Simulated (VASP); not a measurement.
SrTiO3:

```
Sr Ti O
1.0
     3.90685    0.00000    0.00000
     0.00000    3.90685    0.00000
     0.00000    0.00000    3.90685
Sr Ti O
1 1 3
Direct
  0.50000 0.50000 0.50000
  0.00000 0.00000 0.00000
  0.50000 0.00000 0.00000
  0.00000 0.50000 0.00000
  0.00000 0.00000 0.50000
```

Base run:

```yaml
Program: VASP 6.6.1
Functional: r2SCAN
Potentials_or_basis: VASP PAW PBE potentials, release 64 (Sr_sv, Ti_sv, O)
Cutoff: 520 eV
k_mesh: 6 × 6 × 6
Occupations: gaussian, width 0.01 eV
Spin: no spin polarisation
```

Its results: band gap on the k mesh 2.27 eV (least direct gap 2.66 eV); pressure 0.9 GPa.

Q: The run is repeated on the same cell with these changes: functional from r2SCAN to LDA; potentials or basis from VASP PAW PBE potentials, release 64 (Sr_sv, Ti_sv, O) to VASP PAW LDA potentials, release 64 (Sr_sv, Ti_sv, O). What comes out?

A: Band gap on the k mesh 1.75 eV (least direct gap 2.11 eV); pressure -6.6 GPa.

Caveats: the PAW data sets were made with another functional, which shifts forces and pressure a little (at least some runs); the cell stands under tension (at least some runs).

A k mesh can miss the band edges.
